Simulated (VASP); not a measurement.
Input of a VASP 6.6.1 run:

INCAR

```
SYSTEM = Al4Ir
PREC = Accurate
ENCUT = 600
EDIFF = 1E-7
ISMEAR = 0
SIGMA = 0.1
LREAL = .FALSE.
LASPH = .TRUE.
NELM = 80
ALGO = Fast
ISIF = 3
LWAVE = .FALSE.
LCHARG = .FALSE.
GGA = PE
IBRION = 2
NSW = 100
EDIFFG = -0.01
```

File KPOINTS:

```
Automatic mesh
0
G
  14 14 4
  0 0 0
```

File POSCAR:

```
Al4Ir
1.0
    2.9068361384      0.0000000000      0.0000000000
    0.0000000000      2.9068361384      0.0000000000
    0.0000000000      0.0000000000      9.7306219183
Al Ir
4 1
Direct
    0.0000000000      0.0000000000      0.1645616136
    0.0000000000      0.0000000000      0.8354383864
    0.5000000000      0.5000000000      0.3641025247
    0.5000000000      0.5000000000      0.6358974753
    0.5000000000      0.5000000000      0.0000000000
```

Potentials or basis: VASP PAW PBE potentials, release 64 (Al, Ir).

Run with:

```console
$ cat potpaw_PBE.64/Al/POTCAR potpaw_PBE.64/Ir/POTCAR > POTCAR
$ mpirun -np 1 vasp_std > vasp.out
```

Problem. Estimate the relaxed cell.

Solution. a = 2.907 Å, b = 2.907 Å, c = 9.760 Å, α = 90.00°, β = 90.00°, γ = 90.00°.

Problem. What does it give for the band gap on the k mesh?

Solution. Zero (an odd number of electrons rules out a gap without spin polarisation).

Problem. What does it give for the space group after relaxing (to 0.1 Å)?

Solution. P4/mmm (No. 123).

The path:
| step | energy change (eV) | largest force (eV/Å) | pressure (GPa) | volume (Å³) |
| --- | --- | --- | --- | --- |
| 1 | 0.0000 | 0.0788 | 0.17 | 82.22 |
| 2 | -0.0007 | 0.0458 | -0.05 | 82.43 |
| 3 | -0.0008 | 0.0260 | -0.18 | 82.55 |
| 4 | -0.0010 | 0.0210 | 0.14 | 82.40 |
| 5 | -0.0010 | 0.0109 | 0.03 | 82.45 |
| 6 | -0.0010 | 0.0031 | 0.01 | 82.47 |

Caveat: spin-orbit coupling is left out, which moves the levels of the heavy elements.
